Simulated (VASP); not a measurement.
Crystal: MnO.

```
Mn O
1.0
     3.37170    0.00000    0.00000
    -1.68585    2.91998    0.00000
     0.00000    0.00000    5.38550
Mn O
2 2
Direct
  0.33333 0.66667 0.01096
  0.66667 0.33333 0.51096
  0.33333 0.66667 0.37547
  0.66667 0.33333 0.87547
```

Base run:

```yaml
Program: VASP 6.6.1
Functional: BLYP
Potentials_or_basis: VASP PAW PBE potentials, release 64 (Mn_pv, O)
Cutoff: 520 eV
k_mesh: 6 × 6 × 4
Occupations: gaussian, width 0.15 eV
Spin: collinear spin, antiferromagnetic start
Starting_moments: "[4.0, -4.0, 0.0, 0.0] μB"
```

Its results: band gap on the k mesh 0.05 eV (least direct gap 0.13 eV); pressure 3.6 GPa; net moment 0.00 μB per cell; site moments Mn +4.19, -4.19; O -0.09, +0.09 μB; largest force 0.090 eV/Å.

Q: The run is repeated on the same cell with these changes: functional from BLYP to r2SCAN. What comes out?

A: Band gap on the k mesh 0.35 eV (least direct gap 0.41 eV); pressure -0.3 GPa; net moment 0.00 μB per cell; site moments Mn +4.38, -4.38; O -0.08, +0.08 μB; largest force 0.339 eV/Å.

Caveats: semilocal functionals underestimate gaps, and a narrow one can read as zero; the PAW data sets were made with another functional, which shifts forces and pressure a little; the cell stands under pressure (at least some runs); the smearing spreads over this small gap (at least some runs).

A k mesh can miss the band edges.
